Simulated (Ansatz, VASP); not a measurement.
## Os in VASP and in Ansatz

```
CELL_PARAMETERS angstrom
2.75593 0.00000 0.00000
-1.37796 2.38670 0.00000
0.00000 0.00000 4.34265
ATOMIC_POSITIONS crystal
Os 0.33333 0.66667 0.25000
Os 0.66667 0.33333 0.75000
```

Alike in both runs: task single point; functional PBE; k mesh 13 × 13 × 7; occupations gaussian, width 0.01 eV; no spin polarisation.

|  | VASP | Ansatz |
| --- | --- | --- |
| version | VASP 6.6.1 | Ansatz 0.2.0 |
| potentials or method | VASP PAW PBE potentials, release 64 (Os), cutoff 520 eV | plane waves (420 eV) with PAW, scalar-relativistic |
| valence electrons in the cell | 16 | 32 |

|  | VASP | Ansatz | Ansatz less VASP |
| --- | --- | --- | --- |
| pressure (GPa) | -0.4 | -0.2 | +0.13 |
| traceless stress, the component that is largest in VASP (GPa) | -0.34 | -0.23 | +0.117 |

The functional is the same, so the differences come from potentials, cutoffs and numerics. VASP's potentials hold 16 valence electrons a cell and Ansatz's 32, so a difference there can come from the potentials and not from the codes.

Spin-orbit coupling is off throughout.
